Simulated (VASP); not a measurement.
Wanted: the native input for a VASP 6.6.1 run.

```
Task                   : single point
Functional             : PBEsol
Potentials or basis    : VASP PAW PBE potentials, release 64 (Cr_pv, O)
Cutoff                 : 600 eV
k mesh                 : 27 × 27 × 6
Occupations            : fermi-dirac, width 0.01 eV
Spin                   : no spin polarisation
Dipole correction      : no
Further INCAR settings : ALGO = Normal; EDIFF = 1e-06; NBANDS = 33
```

The structure of CrO2 lies in POSCAR:

```
CrO2
1.0
    2.5875545350      0.0000000000      0.0000000000
   -1.2937772675      2.2408879610      0.0000000000
    0.0000000000      0.0000000000     10.9624474644
Cr O
2 4
Direct
    0.6666666667      0.3333333333      0.2500000000
    0.3333333333      0.6666666667      0.7500000000
    0.6666666667      0.3333333333      0.6452127640
    0.3333333333      0.6666666667      0.3547872360
    0.6666666667      0.3333333333      0.8547872360
    0.3333333333      0.6666666667      0.1452127640
```

The input as run:

INCAR

```
SYSTEM = CrO2
PREC     = Accurate       ! precision mode
ENCUT    = 600            ! plane-wave cutoff, eV
EDIFF    = 1E-6           ! SCF threshold, eV
ISMEAR   = -1             ! smearing method
SIGMA    = 0.01           ! smearing width, eV
LREAL    = .FALSE.        ! projectors in reciprocal space
LASPH    = .TRUE.         ! aspherical terms in the spheres
NELM     = 120            ! most SCF steps
ALGO     = Normal         ! electronic algorithm
ISIF     = 2              ! what is computed and relaxed
LWAVE    = .FALSE.        ! write WAVECAR
LCHARG   = .FALSE.        ! write CHGCAR
GGA      = PS             ! functional
NBANDS   = 33             ! bands
GGA_COMPAT= .FALSE.
```

KPOINTS

```
Automatic mesh
0
G
  27 27 6
  0 0 0
```

Potentials or basis: VASP PAW PBE potentials, release 64 (Cr_pv, O).

The run is started by

```sh
$ cat potpaw_PBE.64/Cr_pv/POTCAR potpaw_PBE.64/O/POTCAR > POTCAR
$ mpirun -np 1 vasp_std > vasp.out
```

It gave:

```
Pressure               : 0.9 GPa
Largest force          : 0.116 eV/Å
Band gap on the k mesh : 0.31 eV (least direct gap 1.57 eV)
```

Caveat: the PAW data sets were made with another functional, which shifts forces and pressure a little; the run has no spin polarisation, though such a crystal can be magnetic.

It took 25 min on 1 thread of Intel(R) Xeon(R) Platinum 8259CL CPU @ 2.50GHz (Skylake/Cascade Lake) (shared host), peak memory 0.66 GiB.
